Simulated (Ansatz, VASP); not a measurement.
## Two plane-wave programs on ZrPbO4

INCAR

```
PREC = Accurate
ENCUT = 600
EDIFF = 1E-6
ISMEAR = 0
SIGMA = 0.1
LREAL = F
LASPH = T
NELM = 100
ALGO = Normal
ISIF = 3
LWAVE = F
LCHARG = F
GGA = PE
IBRION = 2
NSW = 90
EDIFFG = -0.04
```

File KPOINTS:

```
Automatic mesh
0
Gamma
  4 4 4
```

POSCAR

```
ZrPbO4
1.0
    3.7554252200      0.0000000000      0.0000000000
    0.0000000000      3.7554252200      0.0000000000
    0.0000000000      0.0000000000      5.3965479700
Zr Pb O
1 1 4
Direct
    0.5000000000      0.5000000000      0.5000000000
    0.0000000000      0.0000000000      0.0000000000
    0.5000000000      0.0000000000      0.7631459800
    0.0000000000      0.5000000000      0.2368540200
    0.5000000000      0.0000000000      0.2368540200
    0.0000000000      0.5000000000      0.7631459800
```

Input for Ansatz:

```yaml
crystal:
  lattice:
    - [3.75542522, 0.0, 0.0]
    - [0.0, 3.75542522, 0.0]
    - [0.0, 0.0, 5.39654797]
  atoms:
    - { symbol: Zr, position: [0.5, 0.5, 0.5] }
    - { symbol: Pb, position: [0.0, 0.0, 0.0] }
    - { symbol: O, position: [0.5, 0.0, 0.76314598] }
    - { symbol: O, position: [0.0, 0.5, 0.23685402] }
    - { symbol: O, position: [0.5, 0.0, 0.23685402] }
    - { symbol: O, position: [0.0, 0.5, 0.76314598] }
basis:
  ecutwfc: 420
kpoints:
  mp_grid: { grid: [4, 4, 4] }
hamiltonian:
  xc: pbe
scf:
  occupations: { method: gaussian, width: 0.1 }
  lower_state_search: "off"
output:
  forces: true
  stress: true
  eigenvalues: true
relax:
  adjacent_minimum: "off"
  f_tol: 0.04
  max_steps: 70
  cell: { stress_tol: 0.4 }
```

Change from the starting cell: species swapped into the CePrO4 type (P4/mmm, No. 123).

Alike in both runs: task relaxation of cell and atoms; functional PBE; k mesh 4 × 4 × 4; occupations gaussian, width 0.1 eV; no spin polarisation.

```csv
,VASP,Ansatz
version,VASP 6.6.1,Ansatz 0.2.0
potentials or method,"VASP PAW PBE potentials, release 64 (Zr_sv, Pb_d, O), cutoff 600 eV","scalar-relativistic, plane waves, PAW"
valence electrons in the cell,50,50
```

VASP gave:

* gap on the k mesh at the Fermi level, each at its own relaxed structure (eV): none
* relaxed volume (Å³/atom): 12.14
* relaxed cell length with the largest relative difference (Å): 3.712

Question: Which values does Ansatz return?

Answer: gap on the k mesh at the Fermi level, each at its own relaxed structure (eV): none; relaxed volume (Å³/atom): 12.16; relaxed cell length with the largest relative difference (Å): 3.715.

A gap of «none» marks a metal or a gap that the smearing closes.

The k mesh is coarse, so the values compare programs but aren't converged. Spin-orbit coupling is off throughout.
